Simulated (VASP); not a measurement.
# TaN (Fm-3m) in VASP: a series of runs, part 2 of 2

VASP 6.6.1. The steps go on from the part before.

## 3. Single point, PBEsol

This run uses another cell than the first one, of 10.47 Å³/atom.

Contents of INCAR:

```
SYSTEM = TaN
PREC = Accurate
ENCUT = 520
EDIFF = 1E-7
ISMEAR = -1
SIGMA = 0.05
LREAL = .False.
LASPH = .True.
NELM = 80
ALGO = Normal
ISIF = 2
LWAVE = .False.
LCHARG = .True.
GGA = PS
LELF = .True.
LVHAR = .True.
NBANDS = 15
```

Contents of KPOINTS:

```
regular mesh
0
Gamma
  10 10 10
  0 0 0
```

Contents of POSCAR:

```
TaN
1.0
    0.0000000000      2.1876274642      2.1876274642
    2.1876274642      0.0000000000      2.1876274642
    2.1876274642      2.1876274642      0.0000000000
Ta N
1 1
Direct
    0.5000000000      0.5000000000      0.5000000000
    0.0000000000      0.0000000000      0.0000000000
```

Potentials or basis: VASP PAW PBE potentials, release 64 (Ta_pv, N).

On the command line:

```bash
cat potpaw_PBE.64/Ta_pv/POTCAR potpaw_PBE.64/N/POTCAR > POTCAR
mpirun -np 1 vasp_std > vasp.out
```

OUTCAR:

```text
SYSTEM = TaN
   PREC = Accurate
   ENCUT = 520
   EDIFF = 1E-7
   ISMEAR = -1
   LREAL = .False.
   LASPH = .True.
   NELM = 80
   ISIF = 2
   GGA = PS

 ion  position               nearest neighbor table
   1  0.500  0.500  0.500-   2 2.19   2 2.19   2 2.19   2 2.19   2 2.19   2 2.19
   2  0.000  0.000  0.000-   1 2.19   1 2.19   1 2.19   1 2.19   1 2.19   1 2.19

  LATTYP: Found a face centered cubic cell.
 ALAT       =     4.3752549284

  Lattice vectors:

 A1 = (   0.0000000000,   2.1876274642,   2.1876274642)
 A2 = (   2.1876274642,   0.0000000000,   2.1876274642)
 A3 = (   2.1876274642,   2.1876274642,   0.0000000000)

Analysis of symmetry for initial positions (statically):
=====================================================================
 Subroutine PRICEL returns:
 Original cell was already a primitive cell.

 Routine SETGRP: Setting up the symmetry group for a
 face centered cubic supercell.

 Subroutine GETGRP returns: Found 48 space group operations
 (whereof 48 operations were pure point group operations)
 out of a pool of 48 trial point group operations.

The static configuration has the point symmetry O_h .

Analysis of symmetry for dynamics (positions and initial velocities):
=====================================================================
 Subroutine PRICEL returns:
 Original cell was already a primitive cell.

 Routine SETGRP: Setting up the symmetry group for a
 face centered cubic supercell.

 Subroutine GETGRP returns: Found 48 space group operations
 (whereof 48 operations were pure point group operations)
 out of a pool of 48 trial point group operations.

The dynamic configuration has the point symmetry O_h .

 Subroutine INISYM returns: Found 48 space group operations
 (whereof 48 operations are pure point group operations),
 and found     1 'primitive' translations

----------------------------------------------------------------------------------------
[... 116 lines left out ...]
  Thomas-Fermi vector in A             =   2.608673
   LORBIT       =      0    0 simple, 1 ext, 2 COOP (PROOUT), +10 PAW based schemes
   GGA     = PS    functional components
   LHFCALC =     F    Hartree Fock is set to
   AEXX    =    0.0000 exact exchange contribution
   IVDW    =     0    specifies the selected vdW correction
   LEPSILON=     F    determine dielectric tensor
   LRPA    =     F    only Hartree local field effects (RPA)
 non-spin polarized calculation
  energy-cutoff  :      520.00
  volume of cell :       20.94
 maximum number of plane-waves:       588
   NGX = 11   NGY = 11   NGZ = 11

 number of electron      16.0000001 magnetization

 Free energy of the ion-electron system (eV)
  ---------------------------------------------------
  ext. energy  EPLUGINS =         0.00000000
  ---------------------------------------------------
  free energy    TOTEN  =       -23.22715127 eV

  energy without entropy =      -23.22124136  energy(sigma->0) =      -23.22419631

 E-fermi :   9.5766     XC(G=0): -13.6747

 val. band max:        9.5752250782   @ k =   0.0000   0.0000   0.0000
 cond. band min:       9.6159986735   @ k =  -0.3000   0.3000   0.1000
 fundamental gap:      0.0407735953
 Fermi energy:         9.5765814369

 k-point     1 :       0.0000    0.0000    0.0000
  band No.  band energies     occupation
      1     -26.1370      2.00000
      2     -26.1370      2.00000
      3     -26.1370      2.00000
      4      -9.3748      2.00000
      5       5.7249      2.00000
      6       5.7249      2.00000
      7       5.7249      2.00000
      8       7.3742      2.00000
      9       7.3742      2.00000
     10       7.3742      2.00000
     11       9.5752      1.01356
     12       9.5752      1.01356
     13      11.2327      0.00000
     14      18.9329      0.00000
[... 401 lines left out ...]
      2     -26.3953      2.00000
      3     -26.3677      2.00000
      4      -7.7610      2.00000
      5       1.5265      2.00000
      6       3.5824      2.00000
      7       4.3117      2.00000
      8       5.6117      2.00000
      9      11.7516      0.00000
     10      12.5599      0.00000
     11      12.6401      0.00000
     12      13.5910      0.00000
     13      18.1233      0.00000
     14      20.3503      0.00000
     15      21.9606      0.00000

 [... further k-points ...]
[... 5 lines left out ...]
  --------------------------------------------------------------------------------------
  -------------------------------------------------------------------------------------
  Total        0.1307866      0.1307866      0.1307866      0.0000000      0.0000000      0.0000000
  in kB       10.0074605     10.0074605     10.0074605      0.0000000      0.0000000      0.0000000
  external PRESSURE =      10.0074605 kB  Pullay stress =       0.0000000 kB

 VOLUME and BASIS-vectors are now :
 -----------------------------------------------------------------------------
  energy-cutoff  :      520.00
  volume of cell :       20.94
      direct lattice vectors                 reciprocal lattice vectors
     0.000000000  2.187627464  2.187627464    -0.228558111  0.228558111  0.228558111
     2.187627464  0.000000000  2.187627464     0.228558111 -0.228558111  0.228558111
     2.187627464  2.187627464  0.000000000     0.228558111  0.228558111 -0.228558111

 POSITION                                       TOTAL-FORCE (eV/Angst)
 -----------------------------------------------------------------------------------
      2.18763      2.18763      2.18763         0.000000      0.000000      0.000000
      0.00000      0.00000      0.00000        -0.000000     -0.000000     -0.000000
 -----------------------------------------------------------------------------------
    total drift:                                0.000000     -0.000000     -0.000000

  FREE ENERGIE OF THE ION-ELECTRON SYSTEM (eV)
  ---------------------------------------------------
  free  energy   TOTEN  =       -23.2271512678 eV

  energy  without entropy=      -23.2212413605  energy(sigma->0) =      -23.22419631
```

OSZICAR:

```text
N       E                     dE             d eps       ncg     rms          rms(c)
DAV:   1     0.852018917434E+02    0.85202E+02   -0.88057E+03  1418   0.113E+03
DAV:   2    -0.232609042828E+02   -0.10846E+03   -0.10276E+03  1711   0.299E+02
DAV:   3    -0.260043951526E+02   -0.27435E+01   -0.27263E+01  1599   0.442E+01
DAV:   4    -0.260148379670E+02   -0.10443E-01   -0.10441E-01  1831   0.291E+00
DAV:   5    -0.260148993057E+02   -0.61339E-04   -0.61337E-04  1606   0.204E-01    0.252E+01
DAV:   6    -0.233347498704E+02    0.26801E+01   -0.48863E+00  1673   0.251E+01    0.106E+01
DAV:   7    -0.232658802230E+02    0.68870E-01   -0.46211E-01  1711   0.557E+00    0.715E+00
DAV:   8    -0.232327132711E+02    0.33167E-01   -0.14531E-01  1634   0.316E+00    0.152E+00
DAV:   9    -0.232273288060E+02    0.53845E-02   -0.16377E-02  1578   0.102E+00    0.341E-01
DAV:  10    -0.232271877671E+02    0.14104E-03   -0.11327E-03  1662   0.354E-01    0.631E-02
DAV:  11    -0.232271514122E+02    0.36355E-04   -0.70685E-05  1599   0.988E-02    0.145E-02
DAV:  12    -0.232271514515E+02   -0.39276E-07   -0.43036E-06  1599   0.196E-02    0.661E-03
DAV:  13    -0.232271512523E+02    0.19922E-06   -0.16789E-07  1529   0.394E-03    0.180E-03
DAV:  14    -0.232271512678E+02   -0.15575E-07   -0.83389E-09   817   0.886E-04
   1 F= -.23227151E+02 E0= -.23224196E+02  d E =-.590991E-02
```

stdout:

```text
POSCAR found type information on POSCAR TaN
 POSCAR found :  2 types and       2 ions
 scaLAPACK will be used
 -----------------------------------------------------------------------------
|                                                                             |
|                                                                             |
|     You enforced a specific xc type in the INCAR file but a different       |
|     I HOPE YOU KNOW WHAT YOU ARE DOING!                                     |
|                                                                             |
 -----------------------------------------------------------------------------

 LDA part: xc-table for (Slater+PW92), standard interpolation
 POSCAR, INCAR and KPOINTS ok, starting setup
 FFT: planning ... GRIDC
 FFT: planning ... GRID_SOFT
 FFT: planning ... GRID
 WAVECAR not read
 entering main loop
```

Wall time 12 s (1 thread of Intel Xeon Platinum 8488C (Sapphire Rapids), shared host); peak memory 0.15 GiB.

Results:

```yaml
Free_energy: -23.2272 eV
Pressure: 1.0 GPa
Band_gap_on_the_k_mesh: zero (bands 8 and 9 overlap by 4.13 eV)
```

Caveat: the PAW data sets were made with another functional, which shifts forces and pressure a little; spin-orbit coupling is left out, which moves the levels of the heavy elements.
